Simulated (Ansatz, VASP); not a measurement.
One calculation of Rh, two programs

```
CELL_PARAMETERS angstrom
2.49910 0.00000 0.00000
0.00000 2.49910 0.00000
0.00000 0.00000 2.49910
ATOMIC_POSITIONS crystal
Rh 0.00000 0.00000 0.00000
```

Alike in both runs: functional PBEsol; k mesh 22 × 22 × 22; occupations gaussian, width 0.1 eV; no spin polarisation.

Ansatz relaxed the structure, and its values are those at the end. VASP's run is a single point on that final structure, the one shown.

```csv
,VASP,Ansatz
version,VASP 6.6.1,Ansatz 0.2.0
potentials or method,"VASP PAW PBE potentials, release 64 (Rh_pv), cutoff 520 eV","scalar-relativistic, plane waves, PAW"
valence electrons in the cell,15,17
```

```tsv
	VASP	Ansatz	Ansatz less VASP
gap on the k mesh at the Fermi level (eV)	none	none	-
pressure (GPa)	0.0	0.0	-0.02
```

VASP's potentials were made for PBE, not for PBEsol. A gap of «none» marks a metal or a gap that the smearing closes. VASP's potentials hold 15 valence electrons a cell and Ansatz's 17, so a difference there can come from the potentials and not from the codes.
